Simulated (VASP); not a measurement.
**ZrN: single point with PBE**

ZrN:

```
Zr N
1.0
     0.00000    2.33128    2.33128
     2.33128    0.00000    2.33128
     2.33128    2.33128    0.00000
Zr N
1 1
Direct
  0.50000 0.50000 0.50000
  0.00000 0.00000 0.00000
```

- Program: VASP 6.6.1
- Task: single point
- Functional: PBE
- Potentials or basis: VASP PAW PBE potentials, release 64 (Zr_sv, N)
- Cutoff: 600 eV
- k mesh: 6 × 6 × 6
- Occupations: gaussian, width 0.1 eV
- Spin: no spin polarisation
- Dipole correction: no
- Further INCAR settings: ALGO = Normal; EDIFF = 1e-06; NBANDS = 16

| Item | Value |
| --- | --- |
| Pressure | -10.1 GPa |
| Band gap on the k mesh | zero (an odd number of electrons rules out a gap without spin polarisation) |

Levels at points of the mesh, in eV from the Fermi level:
| k point | band 5 | band 6 | band 7 | band 8 | band 9 | band 10 | band 11 | band 12 | band 13 | band 14 |
| --- | --- | --- | --- | --- | --- | --- | --- | --- | --- | --- |
| (0.00, 0.00, 0.00) | -16.19 | -2.72 | -2.72 | -2.72 | -0.54 | -0.54 | -0.54 | 1.31 | 1.31 | 2.27 |
| (0.50, 0.00, 0.00) | -14.22 | -7.55 | -5.59 | -5.59 | 2.64 | 2.69 | 2.69 | 4.36 | 7.03 | 7.03 |
| (0.50, 0.50, 0.00) | -15.62 | -4.72 | -3.44 | -3.27 | -3.27 | 2.97 | 4.02 | 4.02 | 4.29 | 8.51 |

It took 10 s on 1 thread of AMD EPYC 7R43 64-Core Processor (Zen 3), with other jobs on the host, peak memory 0.12 GiB.

Caveat: the k points lie up to 0.39 Å⁻¹ apart, too coarse for converged energies and pressures of a metal.
